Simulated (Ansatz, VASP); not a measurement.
**PbS in VASP and in Ansatz**

```xyz
4
Lattice="2.9628 -2.9653 0.0000 2.9628 2.9653 0.0000 -2.0842 0.0000 22.0576" Properties=species:S:1:pos:R:3 pbc="T T T"
Pb    1.4817   -0.0310    1.4183
Pb    2.3597   -0.0310   20.6393
S     4.4416   -0.0894    1.2270
S    -0.6003   -0.0894   20.8306
```

Alike in both runs: task single point; functional PBE; k mesh 6 × 6 × 2; occupations fermi-dirac, width 0.05 eV; no spin polarisation.

|  | VASP | Ansatz |
| --- | --- | --- |
| version | VASP 6.6.1 | Ansatz 0.2.0 |
| potentials or method | VASP PAW PBE potentials, release 64 (Pb_d, S) | Ansatz PAW |
| plane-wave cutoff (eV) | 520 | 420 |
| valence electrons in the cell | 40 | 40 |

```csv
,VASP,Ansatz,Ansatz less VASP
gap on the k mesh at the Fermi level (eV),2.06,2.05,-0.002
least direct gap on the mesh (eV),2.15,2.15,-0.001
rms of the force components (eV/Å),0.149,0.151,+0.0016
```

Atom by atom the forces differ by 0.003 eV/Å (rms over components).

Neither program's run includes spin-orbit coupling.
